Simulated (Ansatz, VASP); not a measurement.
# One calculation of PbF2, two programs

File POSCAR:

```
PbF2
1.0
    0.0000000000      2.9001648557      2.9001648557
    2.9001648557      0.0000000000      2.9001648557
    2.9001648557      2.9001648557      0.0000000000
Pb F
1 2
Direct
    0.0000000000      0.0000000000      0.0000000000
    0.2500000000      0.2500000000      0.2500000000
    0.7500000000      0.7500000000      0.7500000000
```

File INCAR.step1:

```
ALGO = Normal ; EDIFF = 1E-4
ENCUT = 520 ; GGA = PE
ISMEAR = 0 ; LASPH = T
LCHARG = F ; LREAL = F
LWAVE = T ; NBANDS = 21
NELM = 60 ; PREC = Accurate
SIGMA = 0.02
```

The input INCAR.step2:

```
ALGO = Normal ; EDIFF = 1E-7
ENCUT = 520 ; ISIF = 2
ISMEAR = 0 ; ISTART = 1
LASPH = T ; LCHARG = F
LMIXTAU = T ; LREAL = F
LWAVE = F ; METAGGA = R2SCAN
NBANDS = 21 ; NELM = 60
PREC = Accurate ; SIGMA = 0.02
```

The input KPOINTS:

```
k-points
0
Gamma
  8 8 8
```

Input for Ansatz:

```yaml
crystal:
  lattice:
    - [0.0, 2.9001648557, 2.9001648557]
    - [2.9001648557, 0.0, 2.9001648557]
    - [2.9001648557, 2.9001648557, 0.0]
  atoms:
    - { symbol: Pb, position: [0.0, 0.0, 0.0] }
    - { symbol: F, position: [0.25, 0.25, 0.25] }
    - { symbol: F, position: [0.75, 0.75, 0.75] }
basis:
  ecutwfc: 500
kpoints:
  mp_grid: { grid: [8, 8, 8] }
hamiltonian:
  xc: r2scan
scf:
  occupations: { method: gaussian, width: 0.02 }
output:
  forces: true
  stress: true
  eigenvalues: true
  write_density: true
  write_potential: true
  elf: true
  volumetric_format: npy
```

Alike in both runs: task single point; functional r2SCAN; k mesh 8 × 8 × 8; occupations gaussian, width 0.02 eV; no spin polarisation.

|  | VASP | Ansatz |
| --- | --- | --- |
| version | VASP 6.6.1 | Ansatz 0.2.0 |
| potentials or method | VASP PAW PBE potentials, release 64 (Pb_d, F), cutoff 520 eV | scalar-relativistic, plane waves, PAW |
| valence electrons in the cell | 28 | 28 |

```csv
,VASP,Ansatz,Ansatz less VASP
gap on the k mesh at the Fermi level (eV),4.90,4.90,-0.001
least direct gap on the mesh (eV),5.05,5.05,-0.003
pressure (GPa),5.5,5.5,+0.03
```

VASP's potentials were made for PBE, not for r2SCAN.

Spin-orbit coupling is off throughout.
